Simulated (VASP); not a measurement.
Write the native input for VASP 6.6.1 that does the following.

* Task: single point
* Functional: PBE
* Potentials or basis: VASP PAW PBE potentials, release 64 (Na_pv, Tl_d, Te)
* Cutoff: 520 eV
* k mesh: 3 × 3 × 3
* Occupations: gaussian, width 0.1 eV
* Spin: no spin polarisation
* Dipole correction: no
* Further INCAR settings: ALGO = Normal; EDIFF = 1e-06; NBANDS = 32

The structure of Na3TlTe2 lies in POSCAR:

```
Na3TlTe2
1.0
    4.4900612600      2.5923380755      4.5548042205
   -4.4900612600      2.5923380755      4.5548042205
    0.0000000000     -5.1846761559      4.5548042177
Na Tl Te
3 1 2
Direct
    0.2687037506      0.7954674702      0.2687037506
    0.2687037506      0.2687037506      0.7954674702
    0.7954674702      0.2687037506      0.2687037506
    0.7486902832      0.7486902832      0.7486902832
    0.9954441319      0.9954441319      0.9954441319
    0.5183777634      0.5183777634      0.5183777634
```

The cell was built from a structure type or drawn by symmetry, and may not be a known phase.

One way to write it, as run:

INCAR

```
PREC = Accurate ; ENCUT = 520
EDIFF = 1E-6 ; ISMEAR = 0
SIGMA = 0.1 ; LREAL = False
LASPH = True ; NELM = 100
ALGO = Normal ; ISIF = 2
LWAVE = False ; LCHARG = False
GGA = PE ; NBANDS = 32
```

KPOINTS

```
Automatic mesh
0
Gamma
  3 3 3
```

Potentials or basis: VASP PAW PBE potentials, release 64 (Na_pv, Tl_d, Te).

Launch:

```bash
$ cat potpaw_PBE.64/Na_pv/POTCAR potpaw_PBE.64/Tl_d/POTCAR potpaw_PBE.64/Te/POTCAR > POTCAR
$ mpirun -np 1 vasp_std > vasp.out
```

Results of the run:

```yaml
Pressure: 0.2 GPa
Largest_force: 0.018 eV/Å
Band_gap_on_the_k_mesh: 1.38 eV
```

Caveat: spin-orbit coupling is left out, which moves the levels of the heavy elements; an odd mesh through Γ misses points on the zone boundary, where band edges can lie.

It took 56 s on 1 thread of AMD EPYC 7R13 Processor (Zen 3) (shared host), peak memory 0.37 GiB.
